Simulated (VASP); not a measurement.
Ga:

```
CELL_PARAMETERS angstrom
0.00000 2.97961 2.97961
2.97961 0.00000 2.97961
2.97961 2.97961 0.00000
ATOMIC_POSITIONS crystal
Ga 0.12500 0.12500 0.12500
Ga 0.87500 0.87500 0.87500
```

This isn't the form of Ga at room conditions, which is orthorhombic.

```yaml
Program: VASP 6.6.1
Task: relaxation of cell and atoms
Functional: r2SCAN
Potentials_or_basis: VASP PAW PBE potentials, release 64 (Ga_d)
Cutoff: 600 eV
k_mesh: 9 × 9 × 9
Occupations: fermi-dirac, width 0.1 eV
Spin: no spin polarisation
```

At the start: pressure -3.3 GPa; volume 26.45 Å³/atom.

**Question.** Where does the relaxation end?

**Answer.** Over 3 steps the energy falls by 27.6 meV/atom and the volume is 24.10 Å³/atom (-8.9 %); space group Fd-3m (No. 227, to 0.1 Å) before and after.

The path:
```
step  energy change (eV)  largest force (eV/Å)  pressure (GPa)  volume (Å³)
   1              0.0000                0.0000           -3.34        52.91
   2             -0.0540                0.0000           -0.57        48.79
   3             -0.0552                0.0000           -0.06        48.20
```

Final structure:
```
Ga
1.0
     0.00000    2.88852    2.88852
     2.88852    0.00000    2.88852
     2.88852    2.88852    0.00000
Ga
2
Direct
  0.12500 0.12500 0.12500
  0.87500 0.87500 0.87500
```

Caveat: the PAW data sets were made with another functional, which shifts forces and pressure a little.
